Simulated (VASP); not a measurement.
# Cr: single point with PBE

The system is Cr.

```xyz
2
Lattice="2.7140 0.0000 0.0000 -1.3570 2.3504 0.0000 0.0000 0.0000 4.4100" Properties=species:S:1:pos:R:3 pbc="T T T"
Cr    1.3570    0.7835    3.3075
Cr    0.0000    1.5669    1.1025
```

This isn't the form of Cr at room conditions, which is bcc.

```json
{
  "Program": "VASP 6.6.1",
  "Task": "single point",
  "Functional": "PBE",
  "Potentials or basis": "VASP PAW PBE potentials, release 64 (Cr_sv)",
  "Cutoff": "700 eV",
  "k mesh": "9 × 9 × 5",
  "Occupations": "fermi-dirac, width 0.05 eV",
  "Spin": "collinear spin, ferromagnetic start",
  "Starting moments": "[3.0, 3.0] μB",
  "Fixed moment": "6 μB",
  "Dipole correction": "no",
  "Further INCAR settings": "ALGO = Normal; EDIFF = 1e-06; NBANDS = 25"
}
```

```json
{"Pressure": "6.6 GPa", "Net moment": "6.00 μB per cell", "Site moments": "Cr +2.46 μB", "Valence electrons inside the program's atomic spheres": "Cr 11.75"}
```

Stress tensor (GPa, compression positive):
```
7.73 0.00 0.00
0.00 7.73 0.00
0.00 0.00 4.34
```

Run time: 36 s on 1 thread of Intel(R) Xeon(R) Platinum 8488C (Sapphire Rapids), with other jobs on the host, peak memory 0.2 GiB.

Caveat: the cell stands under pressure; the total moment is fixed, so each spin has its own Fermi level and the state may be an excited one.
